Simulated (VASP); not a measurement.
## C: single point with PBE

Crystal: C.

```
CELL_PARAMETERS angstrom
0.00000 1.87203 1.87203
1.88495 0.03567 1.83637
1.88495 1.83637 0.03567
ATOMIC_POSITIONS crystal
C 0.48318 0.51682 0.51682
C 0.76682 0.73318 0.73318
```

This cell differs from its parent crystal: strained and its atoms moved.

* Program: VASP 6.6.1
* Task: single point
* Functional: PBE
* Potentials or basis: VASP PAW PBE potentials, release 64 (C)
* Cutoff: 520 eV
* k mesh: 12 × 12 × 12
* Occupations: gaussian, width 0.02 eV
* Spin: no spin polarisation

- Pressure: -36.3 GPa
- Largest force: 3.623 eV/Å
- Band gap on the k mesh: 1.57 eV (least direct gap 2.33 eV)

Forces on the atoms (eV/Å):
```
C   -3.623  0.000  0.000
C    3.623  0.000  0.000
```

Stress tensor (GPa, compression positive):
```
-52.37   0.00   0.00
  0.00 -28.27 -21.42
  0.00 -21.42 -28.27
```

Levels at points of the mesh, in eV from the valence-band top:
```
           k point  band 1  band 2  band 3  band 4  band 5  band 6  band 7  band 8  band 9
(0.00, 0.00, 0.00)  -21.93   -3.53   -2.02    0.00    2.33    3.41    4.38    8.71   16.00
(0.50, 0.00, 0.00)  -16.79  -14.60   -5.12   -3.04    5.21    5.77    7.64   13.31   17.25
(0.00, 0.50, 0.00)  -16.75  -13.59   -5.42   -3.91    3.82    5.42    7.19   11.79   19.42
(0.50, 0.50, 0.00)  -13.84  -13.84   -7.56   -7.56    2.17    2.17   13.48   13.48   19.15
(0.00, 0.50, 0.50)  -14.51  -13.75   -8.27   -6.42    1.65    4.29   12.17   14.32   17.44
```

It took 45 s on 1 thread of AMD EPYC 7R13 (shared host), peak memory 0.11 GiB.

Caveat: the cell differs from its parent crystal (strained and its atoms moved); the cell stands under tension; forces of over 1 eV/Å act on the atoms, so gaps and moduli don't describe the material at rest. A k mesh can miss the band edges.
